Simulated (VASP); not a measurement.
Crystal: BAs.

```
CELL_PARAMETERS angstrom
0.00000 2.39187 2.39187
2.39187 0.00000 2.39187
2.39187 2.39187 0.00000
ATOMIC_POSITIONS crystal
B 0.00000 0.00000 0.00000
As 0.25000 0.25000 0.25000
```

Base run:

| Property | Result |
| --- | --- |
| Program | VASP 6.6.1 |
| Functional | PBE |
| Potentials or basis | VASP PAW PBE potentials, release 64 (B, As) |
| Cutoff | 520 eV |
| k mesh | 10 × 10 × 10 |
| Occupations | gaussian, width 0.01 eV |
| Spin | no spin polarisation |

Its results: band gap on the k mesh 1.18 eV, indirect (least direct gap 3.27 eV); pressure 2.8 GPa.

The run is repeated on the same cell with these changes: functional from PBE to r2SCAN. What comes out?

Band gap on the k mesh 1.37 eV, indirect (least direct gap 3.44 eV); pressure 0.3 GPa.

r2SCAN gives the wider gap, since meta-GGAs in the generalised Kohn-Sham scheme recover part of the derivative discontinuity.

Caveats: the PAW data sets were made with another functional, which shifts forces and pressure a little (some runs).

A k mesh can miss the band edges.
